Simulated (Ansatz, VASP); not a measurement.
## Two plane-wave programs on GaB8

INCAR

```
ALGO     = Normal         # electronic algorithm
EDIFF    = 1E-7           # SCF threshold, eV
EDIFFG   = -0.04          # ionic threshold
ENCUT    = 600            # plane-wave cutoff, eV
GGA      = PE             # functional
IBRION   = 2              # ionic algorithm
ISIF     = 3              # what is computed and relaxed
ISMEAR   = 0              # smearing method
LASPH    = T              # aspherical terms in the spheres
LCHARG   = F              # write CHGCAR
LREAL    = F              # projectors in reciprocal space
LWAVE    = F              # write WAVECAR
NELM     = 60             # most SCF steps
NSW      = 90             # ionic steps
PREC     = Accurate       # precision mode
SIGMA    = 0.1            # smearing width, eV
```

KPOINTS

```
k-points
0
Gamma
  4 4 4
```

Contents of POSCAR:

```
GaB8
1.0
    2.6832218500     -3.5403857500      0.0000000000
    2.6832218500      3.5403857500      0.0000000000
    0.0000000000      0.0000000000      3.9745456300
Ga B
1 8
Direct
    0.5000000000      0.5000000000      0.0000000000
    0.1358330700      0.1358330700      0.5000000000
    0.8641669300      0.8641669300      0.5000000000
    0.3992126800      0.6007873200      0.5000000000
    0.6007873200      0.3992126800      0.5000000000
    0.1224203800      0.4663334200      0.5000000000
    0.8775796200      0.5336665800      0.5000000000
    0.4663334200      0.1224203800      0.5000000000
    0.5336665800      0.8775796200      0.5000000000
```

Input for Ansatz:

```yaml
crystal:
  lattice:
    - [2.68322185, -3.54038575, 0.0]
    - [2.68322185, 3.54038575, 0.0]
    - [0.0, 0.0, 3.97454563]
  atoms:
    - { symbol: Ga, position: [0.5, 0.5, 0.0] }
    - { symbol: B, position: [0.13583307, 0.13583307, 0.5] }
    - { symbol: B, position: [0.86416693, 0.86416693, 0.5] }
    - { symbol: B, position: [0.39921268, 0.60078732, 0.5] }
    - { symbol: B, position: [0.60078732, 0.39921268, 0.5] }
    - { symbol: B, position: [0.12242038, 0.46633342, 0.5] }
    - { symbol: B, position: [0.87757962, 0.53366658, 0.5] }
    - { symbol: B, position: [0.46633342, 0.12242038, 0.5] }
    - { symbol: B, position: [0.53366658, 0.87757962, 0.5] }
basis:
  ecutwfc: 420
kpoints:
  mp_grid: { grid: [4, 4, 4] }
hamiltonian:
  xc: pbe
scf:
  occupations: { method: gaussian, width: 0.1 }
  lower_state_search: "off"
output:
  forces: true
  stress: true
  eigenvalues: true
relax:
  adjacent_minimum: "off"
  f_tol: 0.04
  max_steps: 70
  cell: { stress_tol: 0.4 }
```

Alike in both runs: task relaxation of cell and atoms; functional PBE; k mesh 4 × 4 × 4; occupations gaussian, width 0.1 eV; no spin polarisation.

```csv
,VASP,Ansatz
version,VASP 6.6.1,Ansatz 0.2.0
potentials or method,"VASP PAW PBE potentials, release 64 (Ga_d, B), cutoff 600 eV","scalar-relativistic, plane waves, PAW"
valence electrons in the cell,37,37
```

Ansatz gave:

```
gap on the k mesh at the Fermi level, each at its own relaxed structure (eV) : none
relaxed volume (Å³/atom)                                                     : 10.61
relaxed cell length with the largest relative difference (Å)                 : 3.403
```

Estimate VASP's values.

gap on the k mesh at the Fermi level, each at its own relaxed structure (eV): none; relaxed volume (Å³/atom): 10.61; relaxed cell length with the largest relative difference (Å): 3.407.

A gap of «none» marks a metal or a gap that the smearing closes.

The k mesh is coarse, so the values compare programs but aren't converged. Noted on VASP's run: the volume moved by over 15 % at a fixed basis, so the end points are rough.
